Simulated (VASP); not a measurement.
Set up this calculation in VASP 6.6.1, as the native input.

| Quantity | Value |
| --- | --- |
| Task | single point |
| Functional | PBE |
| Potentials or basis | VASP PAW PBE potentials, release 64 (Mo_sv) |
| Cutoff | 520 eV |
| k mesh | 22 × 22 × 22 |
| Occupations | gaussian, width 0.15 eV |
| Spin | no spin polarisation |
| Dipole correction | no |
| Further INCAR settings | ALGO = Fast; EDIFF = 1e-06; NBANDS = 13 |

The structure of Mo lies in POSCAR:

```
Mo
1.0
   -0.9446275874      1.6471803166      1.6471803166
    1.6471803166     -0.9446275874      1.6471803166
    1.6471803166      1.6471803166     -0.9446275874
Mo
1
Direct
    0.0000000000      0.0000000000      0.0000000000
```

These files were run (other wordings do the same):

INCAR

```
SYSTEM = Mo
  ALGO = Fast
  EDIFF = 1E-6
  ENCUT = 520
  GGA = PE
  ISIF = 2
  ISMEAR = 0
  LASPH = .TRUE.
  LCHARG = .FALSE.
  LREAL = .FALSE.
  LWAVE = .FALSE.
  NBANDS = 13
  NELM = 60
  PREC = Accurate
  SIGMA = 0.15
```

KPOINTS

```
k-points
0
G
  22 22 22
  0 0 0
```

Potentials or basis: VASP PAW PBE potentials, release 64 (Mo_sv).

The run is started by

```sh
$ cat potpaw_PBE.64/Mo_sv/POTCAR > POTCAR
$ mpirun -np 1 vasp_std > vasp.out
```

It gave:

```json
{"Pressure": "24.9 GPa", "Band gap on the k mesh": "zero (band 7 reaches 13.92 eV, above the bottom of band 8 at 11.04 eV)"}
```

Run time: 2.6 min on 1 thread of AMD EPYC 7R43 64-Core Processor (Zen 3) (shared host), peak memory 0.25 GiB.
